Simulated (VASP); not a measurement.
ZnSe (Stilleite):

```
Se Zn
1.0
     0.00000    2.83380    2.83380
     2.83380    0.00000    2.83380
     2.83380    2.83380    0.00000
Se Zn
1 1
Direct
  0.75000 0.75000 0.75000
  0.00000 0.00000 0.00000
```

* Program: VASP 6.6.1
* Task: relaxation of cell and atoms
* Functional: B3LYP
* Potentials or basis: VASP PAW PBE potentials, release 64 (Se, Zn)
* Cutoff: 600 eV
* k mesh: 4 × 4 × 4
* Occupations: fermi-dirac, width 0.05 eV
* Spin: no spin polarisation

At the start: pressure 4.1 GPa; volume 22.76 Å³/atom.

How do energy, volume and symmetry change on relaxing?

Over 3 steps the energy falls by 18.5 meV/atom and the volume is 24.27 Å³/atom (+6.7 %); space group F-43m (No. 216, to 0.05 Å).

Step by step:
```tsv
step	energy change (eV)	largest force (eV/Å)	pressure (GPa)	volume (Å³)
1	0.0000	0.0000	4.12	45.51
2	-0.0340	0.0000	-1.03	49.47
3	-0.0370	0.0000	0.00	48.54
```

Final structure:
```yaml
crystal:
  lattice:
    - [0.00000, 2.89530, 2.89530]
    - [2.89530, 0.00000, 2.89530]
    - [2.89530, 2.89530, 0.00000]
  atoms:
    - { symbol: Se, position: [0.75000, 0.75000, 0.75000] }
    - { symbol: Zn, position: [0.00000, 0.00000, 0.00000] }
```

Caveat: the k points lie up to 0.47 Å⁻¹ apart in the final cell; the PAW data sets were made with another functional, which shifts forces and pressure a little.
